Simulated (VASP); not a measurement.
# GaN (Fm-3m) in VASP: further runs

GaN is run at these levels: PBE; tasks: single point.

All numbers are computed with VASP 6.6.1; they aren't measurements. Logs are shortened: lines on timing, memory, paths and dates and some standing lists are left out, and cuts for length are marked.

**1. The cell of the first run**

Symmetry: Fm-3m, No. 225, cubic system. The conventional cell has a = 4.069 Å, b = 4.069 Å, c = 4.069 Å, α = 90.00°, β = 90.00°, γ = 90.00°. Within 2.7 Å of Ga (site symmetry m-3m) lie 6 N at 2.03 Å. N (site symmetry m-3m) has 6 Ga at 2.03 Å within 2.7 Å.

**2. Single point, PBE (Al replaced by Ga, lengths x 1.003, strained)**

INCAR

```
SYSTEM = GaN
PREC = Accurate
ENCUT = 520
EDIFF = 1E-6
ISMEAR = 0
SIGMA = 0.1
LREAL = .False.
LASPH = .True.
NELM = 60
ALGO = Normal
ISIF = 2
LWAVE = .False.
LCHARG = .False.
GGA = PE
NBANDS = 16
```

KPOINTS

```
Automatic mesh
0
Gamma
  8 8 8
  0 0 0
```

POSCAR

```
GaN
1.0
    0.0000000000      2.0342838397      2.0342838397
    2.0342838397      0.0000000000      2.0342838397
    2.0342838397      2.0342838397      0.0000000000
Ga N
1 1
Direct
    0.5000000000      0.5000000000      0.5000000000
    0.0000000000      0.0000000000      0.0000000000
```

Potentials or basis: VASP PAW PBE potentials, release 64 (Ga_d, N).

Run with:

```console
$ cat potpaw_PBE.64/Ga_d/POTCAR potpaw_PBE.64/N/POTCAR > POTCAR
$ mpirun -np 1 vasp_std > vasp.out
```

OUTCAR:

```text
SYSTEM = GaN
   PREC = Accurate
   ENCUT = 520
   EDIFF = 1E-6
   ISMEAR = 0
   LREAL = .False.
   LASPH = .True.
   NELM = 60
   ISIF = 2
   GGA = PE

 ion  position               nearest neighbor table
   1  0.500  0.500  0.500-   2 2.03   2 2.03   2 2.03   2 2.03   2 2.03   2 2.03
   2  0.000  0.000  0.000-   1 2.03   1 2.03   1 2.03   1 2.03   1 2.03   1 2.03

  LATTYP: Found a face centered cubic cell.
 ALAT       =     4.0685676794

  Lattice vectors:

 A1 = (   0.0000000000,   2.0342838397,   2.0342838397)
 A2 = (   2.0342838397,   0.0000000000,   2.0342838397)
 A3 = (   2.0342838397,   2.0342838397,   0.0000000000)

Analysis of symmetry for initial positions (statically):
=====================================================================
 Subroutine PRICEL returns:
 Original cell was already a primitive cell.

 Routine SETGRP: Setting up the symmetry group for a
 face centered cubic supercell.

 Subroutine GETGRP returns: Found 48 space group operations
 (whereof 48 operations were pure point group operations)
 out of a pool of 48 trial point group operations.

The static configuration has the point symmetry O_h .

Analysis of symmetry for dynamics (positions and initial velocities):
=====================================================================
 Subroutine PRICEL returns:
 Original cell was already a primitive cell.

 Routine SETGRP: Setting up the symmetry group for a
 face centered cubic supercell.

 Subroutine GETGRP returns: Found 48 space group operations
 (whereof 48 operations were pure point group operations)
 out of a pool of 48 trial point group operations.

The dynamic configuration has the point symmetry O_h .

 Subroutine INISYM returns: Found 48 space group operations
 (whereof 48 operations are pure point group operations),
 and found     1 'primitive' translations

----------------------------------------------------------------------------------------

                                     Primitive cell

  volume of cell :      16.8370

  direct lattice vectors                    reciprocal lattice vectors
     0.000000000  2.034283840  2.034283840    -0.245786743  0.245786743  0.245786743
     2.034283840  0.000000000  2.034283840     0.245786743 -0.245786743  0.245786743
     2.034283840  2.034283840  0.000000000     0.245786743  0.245786743 -0.245786743

  length of vectors
     2.876911796  2.876911796  2.876911796     0.425715127  0.425715127  0.425715127

  position of ions in fractional coordinates (direct lattice)
     0.500000000  0.500000000  0.500000000
     0.000000000  0.000000000  0.000000000

  ion indices of the primitive-cell ions
   primitive index   ion index
                 1           1
                 2           2

[... 76 lines left out ...]
   NFREE  =      0    steps in history (QN), initial steepest desc. (CG)
   ISIF   =      2    stress and relaxation
   ISYM   =      2    0-nonsym 1-usesym 2-fastsym
   POTIM  = 0.5000    time-step for ionic-motion
   TEBEG  =    0.0;   TEEND  =   0.0 temperature during run
   PSTRESS=    0.0 pullay stress
   NELECT =      18.0000    total number of electrons
   NUPDOWN=      -1.0000    fix difference up-down
   EMIN   =  10.00;   EMAX   =-10.00  energy-range for DOS
   EFERMI =   0.00;   METHOD = LEGACY
   ISMEAR =     0;   SIGMA  =   0.10  broadening in eV -4-tet -1-fermi 0-gaus
   EFERMI_NEDOS =   21; number of points for ismear=-14 and -15
   IALGO  =     38    algorithm
   IMIX   =      4    mixing-type and parameters
     AMIX     =   0.40;   BMIX     =  1.00
     AMIX_MAG =   1.60;   BMIX_MAG =  1.00
  volume/ion in A,a.u.               =       8.42        56.81
  Fermi-wavevector in a.u.,A,eV,Ry     =   1.673956  3.163319 38.125289  2.802130
  Thomas-Fermi vector in A             =   2.758836
   LORBIT       =      0    0 simple, 1 ext, 2 COOP (PROOUT), +10 PAW based schemes
   GGA     = PE    functional components
   LHFCALC =     F    Hartree Fock is set to
   AEXX    =    0.0000 exact exchange contribution
   IVDW    =     0    specifies the selected vdW correction
   LEPSILON=     F    determine dielectric tensor
   LRPA    =     F    only Hartree local field effects (RPA)
 non-spin polarized calculation
 Gauss-broadening in eV      SIGMA  =   0.10
  energy-cutoff  :      520.00
  volume of cell :       16.84
 maximum number of plane-waves:       469
 NGX is ok and might be reduce to    24
   NGX = 11   NGY = 11   NGZ = 11

 number of electron      18.0000006 magnetization

 Free energy of the ion-electron system (eV)
  ---------------------------------------------------
  ext. energy  EPLUGINS =         0.00000000
  ---------------------------------------------------
  free energy    TOTEN  =       -10.89055792 eV

  energy without entropy =      -10.89055792  energy(sigma->0) =      -10.89055792

 E-fermi :   9.8931     XC(G=0): -13.7451

 val. band max:        9.3963988437   @ k =  -0.2500   0.1250   0.0000
 cond. band min:      10.7650872702   @ k =   0.5000   0.5000   0.0000
 fundamental gap:      1.3686884265
 Fermi energy:         9.8931379329

 k-point     1 :       0.0000    0.0000    0.0000
  band No.  band energies     occupation
      1      -9.1100      2.00000
      2      -4.5645      2.00000
      3      -4.5645      2.00000
      4      -4.5645      2.00000
      5      -4.4376      2.00000
      6      -4.4376      2.00000
[... 433 lines left out ...]
      3      -4.6393      2.00000
      4      -4.5320      2.00000
      5      -4.2497      2.00000
      6      -3.0983      2.00000
[... 8 lines left out ...]
     15      29.7128      0.00000
     16      34.5553      0.00000

 [... further k-points ...]

------------------------ aborting loop because EDIFF is reached ----------------------------------------

  FORCE on cell =-STRESS in cart. coord.  units (eV):
  Direction    XX          YY          ZZ          XY          YZ          ZX
  --------------------------------------------------------------------------------------
  -------------------------------------------------------------------------------------
  Total        4.5128818      4.5128818      4.5128818     -0.0000000     -0.0000000      0.0000000
  in kB      429.4374305    429.4374305    429.4374305     -0.0000000     -0.0000000      0.0000000
  external PRESSURE =     429.4374305 kB  Pullay stress =       0.0000000 kB

 VOLUME and BASIS-vectors are now :
 -----------------------------------------------------------------------------
  energy-cutoff  :      520.00
  volume of cell :       16.84
      direct lattice vectors                 reciprocal lattice vectors
     0.000000000  2.034283840  2.034283840    -0.245786743  0.245786743  0.245786743
     2.034283840  0.000000000  2.034283840     0.245786743 -0.245786743  0.245786743
     2.034283840  2.034283840  0.000000000     0.245786743  0.245786743 -0.245786743

 POSITION                                       TOTAL-FORCE (eV/Angst)
 -----------------------------------------------------------------------------------
      2.03428      2.03428      2.03428        -0.000000      0.000000      0.000000
      0.00000      0.00000      0.00000         0.000000     -0.000000     -0.000000
 -----------------------------------------------------------------------------------
    total drift:                                0.000000     -0.000000      0.000000

  FREE ENERGIE OF THE ION-ELECTRON SYSTEM (eV)
  ---------------------------------------------------
  free  energy   TOTEN  =       -10.8905579207 eV

  energy  without entropy=      -10.8905579207  energy(sigma->0) =      -10.89055792
```

OSZICAR:

```text
N       E                     dE             d eps       ncg     rms          rms(c)
DAV:   1     0.852534152693E+02    0.85253E+02   -0.88653E+03  1000   0.223E+03
DAV:   2    -0.792896319811E+01   -0.93182E+02   -0.86187E+02  1064   0.348E+02
DAV:   3    -0.128234486112E+02   -0.48945E+01   -0.48752E+01  1096   0.666E+01
DAV:   4    -0.128670304525E+02   -0.43582E-01   -0.43578E-01  1144   0.644E+00
DAV:   5    -0.128674918132E+02   -0.46136E-03   -0.46136E-03  1120   0.621E-01    0.774E+00
DAV:   6    -0.109163889131E+02    0.19511E+01   -0.41340E+00  1344   0.442E+01    0.244E+00
DAV:   7    -0.109050483423E+02    0.11341E-01   -0.29402E-01  1032   0.533E+00    0.163E+00
DAV:   8    -0.108923695352E+02    0.12679E-01   -0.25002E-02  1200   0.268E+00    0.425E-01
DAV:   9    -0.108905952698E+02    0.17743E-02   -0.67149E-03  1152   0.246E+00    0.981E-02
DAV:  10    -0.108905493763E+02    0.45894E-04   -0.45327E-04  1088   0.284E-01    0.152E-02
DAV:  11    -0.108905555921E+02   -0.62157E-05   -0.29595E-05  1128   0.606E-02    0.138E-02
DAV:  12    -0.108905579260E+02   -0.23339E-05   -0.17667E-06  1024   0.305E-02    0.151E-03
DAV:  13    -0.108905579207E+02    0.52796E-08   -0.41133E-07   616   0.617E-03
   1 F= -.10890558E+02 E0= -.10890558E+02  d E =-.508349E-13
```

It took 13 s on 1 thread of AMD EPYC 7R13, shared host; peak memory 0.11 GiB.

What came out:

```yaml
Free_energy: -10.8906 eV
Pressure: 42.9 GPa
Band_gap_on_the_k_mesh: 1.37 eV, indirect (least direct gap 4.29 eV)
```

Levels at points of the mesh, in eV from the valence-band top:
```
           k point  band 6  band 7  band 8  band 9  band 10  band 11  band 12  band 13
(0.00, 0.00, 0.00)  -13.83   -0.64   -0.64   -0.64     3.64    15.43    15.43    15.43
(0.50, 0.00, 0.00)  -13.65   -8.83   -0.14   -0.14     5.21     9.79     9.79    11.01
(0.50, 0.50, 0.00)  -10.68   -8.04   -3.48   -3.48     1.37     7.97    13.13    16.07
```

Caveat: the cell differs from its parent crystal (Al replaced by Ga, lengths x 1.003, strained). A k mesh can miss the band edges.

**3. Single point, PBE (Al replaced by Ga, lengths x 1.003, strained)**

INCAR

```
PREC = Accurate
ENCUT = 520
EDIFF = 1E-6
ISMEAR = 0
SIGMA = 0.02
LREAL = F
LASPH = T
NELM = 100
ALGO = Normal
ISIF = 2
LWAVE = F
LCHARG = F
GGA = PE
NBANDS = 16
```

KPOINTS

```
Automatic mesh
0
Gamma
  12 12 12
```

POSCAR is that of step 2.

Potentials or basis: VASP PAW PBE potentials, release 64 (Ga_d, N).

Run with:

```console
$ cat potpaw_PBE.64/Ga_d/POTCAR potpaw_PBE.64/N/POTCAR > POTCAR
$ mpirun -np 1 vasp_std > vasp.out
```

OUTCAR:

```text
PREC = Accurate
   ENCUT = 520
   EDIFF = 1E-6
   ISMEAR = 0
   LREAL = F
   LASPH = T
   NELM = 100
   ISIF = 2
   GGA = PE

 ion  position               nearest neighbor table
   1  0.500  0.500  0.500-   2 2.03   2 2.03   2 2.03   2 2.03   2 2.03   2 2.03
   2  0.000  0.000  0.000-   1 2.03   1 2.03   1 2.03   1 2.03   1 2.03   1 2.03

  LATTYP: Found a face centered cubic cell.
 ALAT       =     4.0685676794

  Lattice vectors:

 A1 = (   0.0000000000,   2.0342838397,   2.0342838397)
 A2 = (   2.0342838397,   0.0000000000,   2.0342838397)
 A3 = (   2.0342838397,   2.0342838397,   0.0000000000)

Analysis of symmetry for initial positions (statically):
=====================================================================
 Subroutine PRICEL returns:
 Original cell was already a primitive cell.

 Routine SETGRP: Setting up the symmetry group for a
 face centered cubic supercell.

 Subroutine GETGRP returns: Found 48 space group operations
 (whereof 48 operations were pure point group operations)
 out of a pool of 48 trial point group operations.

The static configuration has the point symmetry O_h .

Analysis of symmetry for dynamics (positions and initial velocities):
=====================================================================
 Subroutine PRICEL returns:
 Original cell was already a primitive cell.

 Routine SETGRP: Setting up the symmetry group for a
 face centered cubic supercell.

 Subroutine GETGRP returns: Found 48 space group operations
 (whereof 48 operations were pure point group operations)
 out of a pool of 48 trial point group operations.

The dynamic configuration has the point symmetry O_h .

 Subroutine INISYM returns: Found 48 space group operations
 (whereof 48 operations are pure point group operations),
 and found     1 'primitive' translations

[... 111 lines left out ...]
   IALGO  =     38    algorithm
   IMIX   =      4    mixing-type and parameters
     AMIX     =   0.40;   BMIX     =  1.00
     AMIX_MAG =   1.60;   BMIX_MAG =  1.00
  volume/ion in A,a.u.               =       8.42        56.81
  Fermi-wavevector in a.u.,A,eV,Ry     =   1.673956  3.163319 38.125289  2.802130
  Thomas-Fermi vector in A             =   2.758836
   LORBIT       =      0    0 simple, 1 ext, 2 COOP (PROOUT), +10 PAW based schemes
   GGA     = PE    functional components
   LHFCALC =     F    Hartree Fock is set to
   AEXX    =    0.0000 exact exchange contribution
   IVDW    =     0    specifies the selected vdW correction
   LEPSILON=     F    determine dielectric tensor
   LRPA    =     F    only Hartree local field effects (RPA)
 non-spin polarized calculation
 Gauss-broadening in eV      SIGMA  =   0.02
  energy-cutoff  :      520.00
  volume of cell :       16.84
 maximum number of plane-waves:       465
 NGX is ok and might be reduce to    24
   NGX = 11   NGY = 11   NGZ = 11

 number of electron      18.0000006 magnetization

 Free energy of the ion-electron system (eV)
  ---------------------------------------------------
  ext. energy  EPLUGINS =         0.00000000
  ---------------------------------------------------
  free energy    TOTEN  =       -10.89183398 eV

  energy without entropy =      -10.89183398  energy(sigma->0) =      -10.89183398

 E-fermi :   9.6162     XC(G=0): -13.7453

 val. band max:        9.4109908226   @ k =  -0.1667   0.1667   0.0000
 cond. band min:      10.7650807166   @ k =   0.5000   0.5000   0.0000
 fundamental gap:      1.3540898940
 Fermi energy:         9.6161715622

 k-point     1 :       0.0000    0.0000    0.0000
  band No.  band energies     occupation
      1      -9.1109      2.00000
      2      -4.5638      2.00000
      3      -4.5638      2.00000
      4      -4.5638      2.00000
      5      -4.4369      2.00000
      6      -4.4369      2.00000
[... 433 lines left out ...]
      3      -4.7228      2.00000
      4      -4.5247      2.00000
      5      -4.2678      2.00000
      6      -3.5794      2.00000
[... 8 lines left out ...]
     15      31.5947      0.00000
     16      31.9638      0.00000

 [... further k-points ...]

------------------------ aborting loop because EDIFF is reached ----------------------------------------

  FORCE on cell =-STRESS in cart. coord.  units (eV):
  Direction    XX          YY          ZZ          XY          YZ          ZX
  --------------------------------------------------------------------------------------
  -------------------------------------------------------------------------------------
  Total        4.5169301      4.5169301      4.5169301     -0.0000000      0.0000000     -0.0000000
  in kB      429.8226607    429.8226607    429.8226607     -0.0000000      0.0000000     -0.0000000
  external PRESSURE =     429.8226607 kB  Pullay stress =       0.0000000 kB

 VOLUME and BASIS-vectors are now :
 -----------------------------------------------------------------------------
  energy-cutoff  :      520.00
  volume of cell :       16.84
      direct lattice vectors                 reciprocal lattice vectors
     0.000000000  2.034283840  2.034283840    -0.245786743  0.245786743  0.245786743
     2.034283840  0.000000000  2.034283840     0.245786743 -0.245786743  0.245786743
     2.034283840  2.034283840  0.000000000     0.245786743  0.245786743 -0.245786743

 POSITION                                       TOTAL-FORCE (eV/Angst)
 -----------------------------------------------------------------------------------
      2.03428      2.03428      2.03428         0.000000     -0.000000     -0.000000
      0.00000      0.00000      0.00000        -0.000000      0.000000      0.000000
 -----------------------------------------------------------------------------------
    total drift:                                0.000000     -0.000000      0.000000

  FREE ENERGIE OF THE ION-ELECTRON SYSTEM (eV)
  ---------------------------------------------------
  free  energy   TOTEN  =       -10.8918339799 eV

  energy  without entropy=      -10.8918339799  energy(sigma->0) =      -10.89183398
```

OSZICAR:

```text
N       E                     dE             d eps       ncg     rms          rms(c)
DAV:   1     0.738462013323E+02    0.73846E+02   -0.88485E+03  2576   0.223E+03
DAV:   2    -0.858795498520E+01   -0.82434E+02   -0.76346E+02  2624   0.326E+02
DAV:   3    -0.128291992183E+02   -0.42412E+01   -0.42250E+01  2648   0.626E+01
DAV:   4    -0.128672576126E+02   -0.38058E-01   -0.38054E-01  2840   0.609E+00
DAV:   5    -0.128676358255E+02   -0.37821E-03   -0.37821E-03  2784   0.558E-01    0.774E+00
DAV:   6    -0.109173084552E+02    0.19503E+01   -0.41171E+00  3360   0.442E+01    0.245E+00
DAV:   7    -0.109063109525E+02    0.10998E-01   -0.29634E-01  2664   0.536E+00    0.163E+00
DAV:   8    -0.108936044733E+02    0.12706E-01   -0.24814E-02  2920   0.265E+00    0.418E-01
DAV:   9    -0.108918713612E+02    0.17331E-02   -0.66262E-03  2896   0.245E+00    0.978E-02
DAV:  10    -0.108918247826E+02    0.46579E-04   -0.41739E-04  2736   0.267E-01    0.202E-02
DAV:  11    -0.108918315752E+02   -0.67926E-05   -0.30118E-05  2864   0.696E-02    0.150E-02
DAV:  12    -0.108918339895E+02   -0.24143E-05   -0.13270E-06  2264   0.263E-02    0.112E-03
DAV:  13    -0.108918339799E+02    0.96097E-08   -0.39668E-07  1512   0.678E-03
   1 F= -.10891834E+02 E0= -.10891834E+02  d E =-.153298E-49
```

stdout:

```text
POSCAR found type information on POSCAR GaN
 POSCAR found :  2 types and       2 ions
 scaLAPACK will be used
 LDA part: xc-table for (Slater+PW92), standard interpolation
 POSCAR, INCAR and KPOINTS ok, starting setup
 FFT: planning ... GRIDC
 FFT: planning ... GRID_SOFT
 FFT: planning ... GRID
 WAVECAR not read
 entering main loop
```

Run time: 16 s. Hardware: 1 thread of Intel Xeon Platinum 8488C (Sapphire Rapids), shared host; peak memory 0.15 GiB.

Results:

```
Free energy            : -10.8918 eV
Pressure               : 43.0 GPa
Band gap on the k mesh : 1.35 eV, indirect (least direct gap 4.29 eV)
```

Levels at points of the mesh, in eV from the valence-band top:
| k point | band 7 | band 8 | band 9 | band 10 | band 11 | band 12 |
| --- | --- | --- | --- | --- | --- | --- |
| (0.00, 0.00, 0.00) | -0.66 | -0.66 | -0.66 | 3.63 | 15.42 | 15.42 |
| (0.50, 0.00, 0.00) | -8.84 | -0.16 | -0.16 | 5.19 | 9.77 | 9.77 |
| (0.50, 0.50, 0.00) | -8.06 | -3.50 | -3.50 | 1.35 | 7.96 | 13.11 |

Caveat: the cell differs from its parent crystal (Al replaced by Ga, lengths x 1.003, strained).

[end of part 1 of 2]
